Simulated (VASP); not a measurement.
# K3Pb (Fm-3m) in VASP: further runs

The runs below take K3Pb through single point, relaxation of cell and atoms, with PBE.

Program: VASP 6.6.1. These are calculated values, not measurements. Logs are shortened: lines on timing, memory, paths and dates and some standing lists are left out, and cuts for length are marked.

## Step 1: The cell of the first run

The structure is cubic, space group Fm-3m (No. 225). The conventional cell has a = 8.724 Å, b = 8.724 Å, c = 8.724 Å, α = 90.00°, β = 90.00°, γ = 90.00°. Within 5.0 Å of K (site symmetry -43m) lie 10 K at 3.78 to 4.36 Å and 4 Pb at 3.78 Å. K (site symmetry m-3m) has 8 K at 3.78 Å and 6 Pb at 4.36 Å within 5.0 Å. Within 5.0 Å of Pb (site symmetry m-3m) lie 14 K at 3.78 to 4.36 Å.

The cell was generated, and may not be a known phase.

## Step 2: Single point, PBE

The input, INCAR:

```
SYSTEM = K3Pb
  PREC = Accurate
  ENCUT = 520
  EDIFF = 1E-6
  ISMEAR = 0
  SIGMA = 0.1
  LREAL = .FALSE.
  LASPH = .TRUE.
  NELM = 60
  ALGO = Normal
  ISIF = 2
  LWAVE = .FALSE.
  LCHARG = .FALSE.
  GGA = PE
  NBANDS = 28
```

The input, KPOINTS:

```
regular mesh
0
G
  4 4 4
  0 0 0
```

The input, POSCAR:

```
K3Pb
1.0
    0.0000000000      4.3621471900      4.3621471900
    4.3621471900      0.0000000000      4.3621471900
    4.3621471900      4.3621471900      0.0000000000
K Pb
3 1
Direct
    0.2500000000      0.2500000000      0.2500000000
    0.5000000000      0.5000000000      0.5000000000
    0.7500000000      0.7500000000      0.7500000000
    0.0000000000      0.0000000000      0.0000000000
```

Potentials or basis: VASP PAW PBE potentials, release 64 (K_sv, Pb_d).

Launch:

```bash
$ cat potpaw_PBE.64/K_sv/POTCAR potpaw_PBE.64/Pb_d/POTCAR > POTCAR
$ mpirun -np 1 vasp_std > vasp.out
```

OUTCAR:

```text
SYSTEM = K3Pb
   PREC = Accurate
   ENCUT = 520
   EDIFF = 1E-6
   ISMEAR = 0
   LREAL = .FALSE.
   LASPH = .TRUE.
   NELM = 60
   ISIF = 2
   GGA = PE

 ion  position               nearest neighbor table
   1  0.250  0.250  0.250-   4 3.78   4 3.78   4 3.78   2 3.78   4 3.78   2 3.78   2 3.78   2 3.78

   2  0.500  0.500  0.500-   1 3.78   1 3.78   1 3.78   1 3.78   3 3.78   3 3.78   3 3.78   3 3.78

   3  0.750  0.750  0.750-   2 3.78   2 3.78   2 3.78   2 3.78   4 3.78   4 3.78   4 3.78   4 3.78

   4  0.000  0.000  0.000-   3 3.78   3 3.78   3 3.78   1 3.78   3 3.78   1 3.78   1 3.78   1 3.78

  LATTYP: Found a face centered cubic cell.
 ALAT       =     8.7242943800

  Lattice vectors:

 A1 = (   0.0000000000,   4.3621471900,   4.3621471900)
 A2 = (   4.3621471900,   0.0000000000,   4.3621471900)
 A3 = (   4.3621471900,   4.3621471900,   0.0000000000)

Analysis of symmetry for initial positions (statically):
=====================================================================
 Subroutine PRICEL returns:
 Original cell was already a primitive cell.

 Routine SETGRP: Setting up the symmetry group for a
 face centered cubic supercell.

 Subroutine GETGRP returns: Found 48 space group operations
 (whereof 48 operations were pure point group operations)
 out of a pool of 48 trial point group operations.

The static configuration has the point symmetry O_h .

Analysis of symmetry for dynamics (positions and initial velocities):
=====================================================================
 Subroutine PRICEL returns:
 Original cell was already a primitive cell.

 Routine SETGRP: Setting up the symmetry group for a
 face centered cubic supercell.

 Subroutine GETGRP returns: Found 48 space group operations
 (whereof 48 operations were pure point group operations)
 out of a pool of 48 trial point group operations.

The dynamic configuration has the point symmetry O_h .

 Subroutine INISYM returns: Found 48 space group operations
 (whereof 48 operations are pure point group operations),
 and found     1 'primitive' translations

----------------------------------------------------------------------------------------

                                     Primitive cell

  volume of cell :     166.0087

  direct lattice vectors                    reciprocal lattice vectors
     0.000000000  4.362147190  4.362147190    -0.114622450  0.114622450  0.114622450
     4.362147190  0.000000000  4.362147190     0.114622450 -0.114622450  0.114622450
     4.362147190  4.362147190  0.000000000     0.114622450  0.114622450 -0.114622450

  length of vectors
     6.169007717  6.169007717  6.169007717     0.198531908  0.198531908  0.198531908

  position of ions in fractional coordinates (direct lattice)
     0.250000000  0.250000000  0.250000000
     0.500000000  0.500000000  0.500000000
     0.750000000  0.750000000  0.750000000
     0.000000000  0.000000000  0.000000000

  ion indices of the primitive-cell ions
   primitive index   ion index
                 1           1
                 2           2
                 3           3
                 4           4

----------------------------------------------------------------------------------------

 KPOINTS: regular mesh

Automatic generation of k-mesh.
 Grid dimensions read from file:
 generate k-points for:    4    4    4

 Generating k-lattice:

  Cartesian coordinates                     Fractional coordinates (reciprocal lattice)
    -0.028655613  0.028655613  0.028655613     0.250000000  0.000000000  0.000000000
     0.028655613 -0.028655613  0.028655613     0.000000000  0.250000000  0.000000000
     0.028655613  0.028655613 -0.028655613     0.000000000  0.000000000  0.250000000

  Length of vectors
     0.049632977  0.049632977  0.049632977

  Shift w.r.t. Gamma in fractional coordinates (k-lattice)
     0.000000000  0.000000000  0.000000000

 Subroutine IBZKPT returns following result:
 ===========================================

 Found      8 irreducible k-points:

 Following reciprocal coordinates:
            Coordinates               Weight
  0.000000  0.000000  0.000000      1.000000
  0.250000  0.000000  0.000000      8.000000
  0.500000  0.000000  0.000000      4.000000
  0.250000  0.250000  0.000000      6.000000
  0.500000  0.250000  0.000000     24.000000
 -0.250000  0.250000  0.000000     12.000000
  0.500000  0.500000  0.000000      3.000000
 -0.250000  0.500000  0.250000      6.000000
   k-points           NKPTS =      8   k-points in BZ     NKDIM =      8   number of bands    NBANDS=     28
   number of dos      NEDOS =    301   number of ions     NIONS =      4
   total plane-waves  NPLWV = 110592
   dimension x,y,z NGX =    48 NGY =   48 NGZ =   48
   dimension x,y,z NGXF=    96 NGYF=   96 NGZF=   96
   ions per type =               3   1
   NGX,Y,Z   is equivalent  to a cutoff of  12.94, 12.94, 12.94 a.u.
   NGXF,Y,Z  is equivalent  to a cutoff of  25.87, 25.87, 25.87 a.u.
 SYSTEM =  K3Pb
   PREC   = accura    normal or accurate (medium, high low for compatibility)
   ISTART =      0    job   : 0-new  1-cont  2-samecut
   ICHARG =      2    charge: 1-file 2-atom 10-const
   ISPIN  =      1    spin polarized calculation?
   LNONCOLLINEAR =      F non collinear calculations
   LSORBIT =      F    spin-orbit coupling
   LASPH  =      T    aspherical Exc in radial PAW
   ENCUT  =  520.0 eV  38.22 Ry    6.18 a.u.  11.47 11.47 11.47*2*pi/ulx,y,z
   NELM   =     60;   NELMIN=  2; NELMDL= -5     # of ELM steps
   EDIFF  = 0.1E-05   stopping-criterion for ELM
   LREAL  =      F    real-space projection
   EDIFFG = 0.1E-04   stopping-criterion for IOM
   NSW    =      0    number of steps for IOM
   IBRION =     -1    ionic relax: 0-MD 1-quasi-New 2-CG
   NFREE  =      0    steps in history (QN), initial steepest desc. (CG)
   ISIF   =      2    stress and relaxation
   ISYM   =      2    0-nonsym 1-usesym 2-fastsym
   POTIM  = 0.5000    time-step for ionic-motion
   TEBEG  =    0.0;   TEEND  =   0.0 temperature during run
   PSTRESS=    0.0 pullay stress
   NELECT =      41.0000    total number of electrons
   NUPDOWN=      -1.0000    fix difference up-down
   EMIN   =  10.00;   EMAX   =-10.00  energy-range for DOS
   EFERMI =   0.00;   METHOD = LEGACY
   ISMEAR =     0;   SIGMA  =   0.10  broadening in eV -4-tet -1-fermi 0-gaus
   EFERMI_NEDOS =   21; number of points for ismear=-14 and -15
   IALGO  =     38    algorithm
   IMIX   =      4    mixing-type and parameters
     AMIX     =   0.40;   BMIX     =  1.00
     AMIX_MAG =   1.60;   BMIX_MAG =  1.00
  volume/ion in A,a.u.               =      41.50       280.07
  Fermi-wavevector in a.u.,A,eV,Ry     =   1.027131  1.940996 14.354118  1.054998
  Thomas-Fermi vector in A             =   2.161060
   LORBIT       =      0    0 simple, 1 ext, 2 COOP (PROOUT), +10 PAW based schemes
   GGA     = PE    functional components
   LHFCALC =     F    Hartree Fock is set to
   AEXX    =    0.0000 exact exchange contribution
   IVDW    =     0    specifies the selected vdW correction
   LEPSILON=     F    determine dielectric tensor
   LRPA    =     F    only Hartree local field effects (RPA)
 non-spin polarized calculation
 Gauss-broadening in eV      SIGMA  =   0.10
  energy-cutoff  :      520.00
  volume of cell :      166.01
 maximum number of plane-waves:      4520
 NGX is ok and might be reduce to    48
   NGX = 23   NGY = 23   NGZ = 23

 number of electron      41.0000004 magnetization

 Free energy of the ion-electron system (eV)
  ---------------------------------------------------
  ext. energy  EPLUGINS =         0.00000000
  ---------------------------------------------------
  free energy    TOTEN  =        -6.79250712 eV

  energy without entropy =       -6.73156914  energy(sigma->0) =       -6.76203813

 E-fermi :   1.5880     XC(G=0):  -7.5339

 val. band max:        1.5698150347   @ k =   0.0000   0.0000   0.0000
 cond. band min:       1.5992115256   @ k =   0.2500   0.2500   0.0000
 fundamental gap:      0.0293964909
 Fermi energy:         1.5879818190

 k-point     1 :       0.0000    0.0000    0.0000
  band No.  band energies     occupation
      1     -30.2873      2.00000
      2     -29.5638      2.00000
      3     -29.5536      2.00000
      4     -14.4177      2.00000
      5     -14.4177      2.00000
      6     -14.4177      2.00000
[... 20 lines left out ...]
     27       4.6382      0.00000
     28       6.4893      0.00000

 k-point     2 :       0.2500    0.0000    0.0000
  band No.  band energies     occupation
      1     -30.2868      2.00000
      2     -29.5626      2.00000
      3     -29.5553      2.00000
      4     -14.4166      2.00000
      5     -14.4166      2.00000
      6     -14.4139      2.00000
[... 20 lines left out ...]
     27       4.8110      0.00000
     28       5.4421      0.00000

 k-point     3 :       0.5000    0.0000    0.0000
  band No.  band energies     occupation
      1     -30.2863      2.00000
      2     -29.5594      2.00000
      3     -29.5590      2.00000
      4     -14.4157      2.00000
      5     -14.4157      2.00000
      6     -14.4099      2.00000
[... 20 lines left out ...]
     27       5.1341      0.00000
     28       6.2487      0.00000

 k-point     4 :       0.2500    0.2500    0.0000
  band No.  band energies     occupation
      1     -30.2867      2.00000
      2     -29.5625      2.00000
      3     -29.5555      2.00000
      4     -14.4156      2.00000
      5     -14.4156      2.00000
      6     -14.4137      2.00000
[... 20 lines left out ...]
     27       5.1416      0.00000
     28       6.2575      0.00000

 k-point     5 :       0.5000    0.2500    0.0000
  band No.  band energies     occupation
      1     -30.2862      2.00000
      2     -29.5605      2.00000
      3     -29.5579      2.00000
      4     -14.4143      2.00000
      5     -14.4134      2.00000
      6     -14.4107      2.00000
[... 20 lines left out ...]
     27       5.6189      0.00000
     28       5.7887      0.00000

 k-point     6 :      -0.2500    0.2500    0.0000
  band No.  band energies     occupation
      1     -30.2863      2.00000
      2     -29.5609      2.00000
      3     -29.5574      2.00000
      4     -14.4152      2.00000
      5     -14.4138      2.00000
      6     -14.4117      2.00000
[... 20 lines left out ...]
     27       5.3215      0.00000
     28       5.5960      0.00000

 k-point     7 :       0.5000    0.5000    0.0000
  band No.  band energies     occupation
      1     -30.2861      2.00000
      2     -29.5612      2.00000
      3     -29.5574      2.00000
      4     -14.4130      2.00000
      5     -14.4130      2.00000
      6     -14.4098      2.00000
[... 20 lines left out ...]
     27       5.8003      0.00000
     28       5.8797      0.00000

 k-point     8 :      -0.2500    0.5000    0.2500
  band No.  band energies     occupation
      1     -30.2861      2.00000
      2     -29.5593      2.00000
      3     -29.5593      2.00000
      4     -14.4130      2.00000
      5     -14.4114      2.00000
      6     -14.4114      2.00000
[... 20 lines left out ...]
     27       5.8297      0.00000
     28       5.8307      0.00000

------------------------ aborting loop because EDIFF is reached ----------------------------------------

  FORCE on cell =-STRESS in cart. coord.  units (eV):
  Direction    XX          YY          ZZ          XY          YZ          ZX
  --------------------------------------------------------------------------------------
  -------------------------------------------------------------------------------------
  Total        1.1551198      1.1551198      1.1551198      0.0000000      0.0000000      0.0000000
  in kB       11.1482489     11.1482489     11.1482489      0.0000000      0.0000000      0.0000000
  external PRESSURE =      11.1482489 kB  Pullay stress =       0.0000000 kB

 VOLUME and BASIS-vectors are now :
 -----------------------------------------------------------------------------
  energy-cutoff  :      520.00
  volume of cell :      166.01
      direct lattice vectors                 reciprocal lattice vectors
     0.000000000  4.362147190  4.362147190    -0.114622450  0.114622450  0.114622450
     4.362147190  0.000000000  4.362147190     0.114622450 -0.114622450  0.114622450
     4.362147190  4.362147190  0.000000000     0.114622450  0.114622450 -0.114622450

 POSITION                                       TOTAL-FORCE (eV/Angst)
 -----------------------------------------------------------------------------------
      2.18107      2.18107      2.18107         0.000000      0.000000      0.000000
      4.36215      4.36215      4.36215         0.000000     -0.000000     -0.000000
      6.54322      6.54322      6.54322        -0.000000     -0.000000     -0.000000
      0.00000      0.00000      0.00000         0.000000     -0.000000      0.000000
 -----------------------------------------------------------------------------------
    total drift:                               -0.000000     -0.000000     -0.000000

  FREE ENERGIE OF THE ION-ELECTRON SYSTEM (eV)
  ---------------------------------------------------
  free  energy   TOTEN  =        -6.7925071204 eV

  energy  without entropy=       -6.7315691357  energy(sigma->0) =       -6.76203813
```

Wall time 65 s (1 thread of Oxide Virtual Turin-like, shared host); peak memory 0.28 GiB.

Results:

| Property | Result |
| --- | --- |
| Free energy | -6.7925 eV |
| Pressure | 1.1 GPa |
| Band gap on the k mesh | zero (an odd number of electrons rules out a gap without spin polarisation) |

Caveat: spin-orbit coupling is left out, which moves the levels of the heavy elements.

## Step 3: Single point, PBE

This run uses another cell than the first one, of 46.22 Å³/atom.

The input, INCAR:

```
PREC = Accurate
ENCUT = 520
EDIFF = 1E-6
ISMEAR = 0
SIGMA = 0.1
LREAL = F
LASPH = T
NELM = 100
ALGO = Fast
ISIF = 2
LWAVE = F
LCHARG = F
GGA = PE
NBANDS = 28
```

The input, KPOINTS:

```
regular mesh
0
Gamma
  4 4 4
```

The input, POSCAR:

```
K3Pb
1.0
    0.0000000000      4.5215115793      4.5215115793
    4.5215115793      0.0000000000      4.5215115793
    4.5215115793      4.5215115793      0.0000000000
K Pb
3 1
Direct
    0.2500000000      0.2500000000      0.2500000000
    0.5000000000      0.5000000000      0.5000000000
    0.7500000000      0.7500000000      0.7500000000
    0.0000000000      0.0000000000      0.0000000000
```

Potentials or basis: VASP PAW PBE potentials, release 64 (K_sv, Pb_d).

Launch:

```bash
$ cat potpaw_PBE.64/K_sv/POTCAR potpaw_PBE.64/Pb_d/POTCAR > POTCAR
$ mpirun -np 1 vasp_std > vasp.out
```

Wall time 2.4 min (1 thread of Oxide Virtual Turin-like, shared host); peak memory 0.3 GiB.

The run converged. Its results:

```yaml
Free_energy: -6.8601 eV
Pressure: 0.0 GPa
Band_gap_on_the_k_mesh: zero (an odd number of electrons rules out a gap without spin polarisation)
```

Levels at points of the mesh, in eV from the Fermi level:
| k point | band 17 | band 18 | band 19 | band 20 | band 21 | band 22 | band 23 | band 24 | band 25 | band 26 |
| --- | --- | --- | --- | --- | --- | --- | --- | --- | --- | --- |
| (0.00, 0.00, 0.00) | -14.74 | -7.56 | -0.29 | 0.11 | 0.11 | 0.11 | 2.44 | 2.44 | 2.86 | 2.86 |
| (0.50, 0.00, 0.00) | -14.76 | -7.44 | -1.43 | -0.02 | -0.02 | 1.33 | 2.61 | 2.61 | 2.74 | 3.45 |
| (0.50, 0.50, 0.00) | -14.74 | -7.42 | -1.20 | -0.10 | -0.10 | 0.71 | 1.48 | 3.47 | 3.78 | 4.08 |

Caveat: spin-orbit coupling is left out, which moves the levels of the heavy elements.

## Step 4: Relaxation of cell and atoms, PBE

The input, INCAR:

```
SYSTEM = K3Pb
PREC = Accurate ; ENCUT = 600
EDIFF = 1E-7 ; ISMEAR = 0
SIGMA = 0.1 ; LREAL = .FALSE.
LASPH = .TRUE. ; NELM = 60
ALGO = Fast ; ISIF = 3
LWAVE = .FALSE. ; LCHARG = .FALSE.
GGA = PE ; IBRION = 2
NSW = 90 ; EDIFFG = -0.04
```

The input, KPOINTS:

```
regular mesh
0
G
  4 4 4
  0 0 0
```

The input, POSCAR:

```
K3Pb
1.0
    0.0000000000      4.3621471900      4.3621471900
    4.3621471900      0.0000000000      4.3621471900
    4.3621471900      4.3621471900      0.0000000000
K Pb
3 1
Direct
    0.2500000000      0.2500000000      0.2500000000
    0.5000000000      0.5000000000      0.5000000000
    0.7500000000      0.7500000000      0.7500000000
    0.0000000000      0.0000000000      0.0000000000
```

Launch:

```bash
$ cat potpaw_PBE.64/K_sv/POTCAR potpaw_PBE.64/Pb_d/POTCAR > POTCAR
$ mpirun -np 1 vasp_std > vasp.out
```

Run time: 13 min. Hardware: 1 thread of Oxide Virtual Turin-like, shared host; peak memory 0.35 GiB.

Results (log left out):

```yaml
Free_energy: -6.8584 eV
Relaxed_volume: 46.98 Å³/atom
Relaxed_cell: a = 6.429 Å, b = 6.429 Å, c = 6.429 Å, α = 60.00°, β = 60.00°, γ = 60.00°
Space_group_after_relaxing_to_0.1_Å: Fm-3m (No. 225)
Energy_gained_by_relaxing: 16.3 meV/atom
Ionic_steps: 3
Pressure_after_relaxing: -0.1 GPa
Band_gap_on_the_k_mesh: zero (an odd number of electrons rules out a gap without spin polarisation)
```

Step by step:
```
step  energy change (eV)  largest force (eV/Å)  pressure (GPa)  volume (Å³)
   1              0.0000                0.0000            1.14       166.01
   2             -0.0406                0.0000            0.68       173.20
   3             -0.0651                0.0000           -0.09       187.91
```

Final structure:
```yaml
crystal:
  lattice:
    - [0.00000, 4.54611, 4.54611]
    - [4.54611, 0.00000, 4.54611]
    - [4.54611, 4.54611, 0.00000]
  atoms:
    - { symbol: K, position: [0.25000, 0.25000, 0.25000] }
    - { symbol: K, position: [0.50000, 0.50000, 0.50000] }
    - { symbol: K, position: [0.75000, 0.75000, 0.75000] }
    - { symbol: Pb, position: [0.00000, 0.00000, 0.00000] }
```

Levels at points of the mesh, in eV from the Fermi level:
```csv
k point,band 17,band 18,band 19,band 20,band 21,band 22,band 23,band 24
"(0.00, 0.00, 0.00)",-14.75,-7.56,-0.32,0.11,0.11,0.11,2.44,2.44
"(0.50, 0.00, 0.00)",-14.77,-7.45,-1.41,-0.02,-0.02,1.29,2.58,2.65
"(0.50, 0.50, 0.00)",-14.75,-7.43,-1.19,-0.11,-0.11,0.70,1.48,3.55
```

Caveat: spin-orbit coupling is left out, which moves the levels of the heavy elements.

[end of part 1 of 2]

The gap in the log of VASP goes by the Fermi energy; the results here count the filled bands.